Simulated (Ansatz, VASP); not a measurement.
**TaN in VASP and in Ansatz**

```
Ta N
1.0
    -2.92399    0.00000    0.00000
    -1.46199   -2.53225    0.00000
     0.00000    0.00000    8.86218
Ta N
3 3
Direct
  0.33333 0.33333 0.08097
  0.33333 0.33333 0.40490
  0.33333 0.33333 0.72883
  0.00000 0.00000 0.89079
  0.00000 0.00000 0.24293
  0.00000 0.00000 0.56686
```

Alike in both runs: task single point; functional PBEsol; k mesh 23 × 23 × 7; occupations gaussian, width 0.15 eV; no spin polarisation.

|  | VASP | Ansatz |
| --- | --- | --- |
| version | VASP 6.6.1 | Ansatz 0.2.0 |
| potentials or method | VASP PAW PBE potentials, release 64 (Ta_pv, N), cutoff 520 eV | scalar-relativistic, plane waves, PAW |
| valence electrons in the cell | 48 | 54 |

VASP gave:

```
gap on the k mesh at the Fermi level (eV)                     : none
pressure (GPa)                                                : -7.3
traceless stress, the component that is largest in VASP (GPa) : -10.94
rms of the force components (eV/Å)                            : 0.936
```

Question: Estimate Ansatz's values.

Answer: gap on the k mesh at the Fermi level (eV): none; pressure (GPa): -8.0; traceless stress, the component that is largest in VASP (GPa): -11.05; rms of the force components (eV/Å): 0.931.

VASP's potentials were made for PBE, not for PBEsol. Atom by atom the forces differ by 0.006 eV/Å (rms over components). A gap of «none» marks a metal or a gap that the smearing closes. With one functional, cell and mesh, what is left measures potentials, basis and numerics. VASP's potentials hold 48 valence electrons a cell and Ansatz's 54, so a difference there can come from the potentials and not from the codes.

Neither program's run includes spin-orbit coupling.
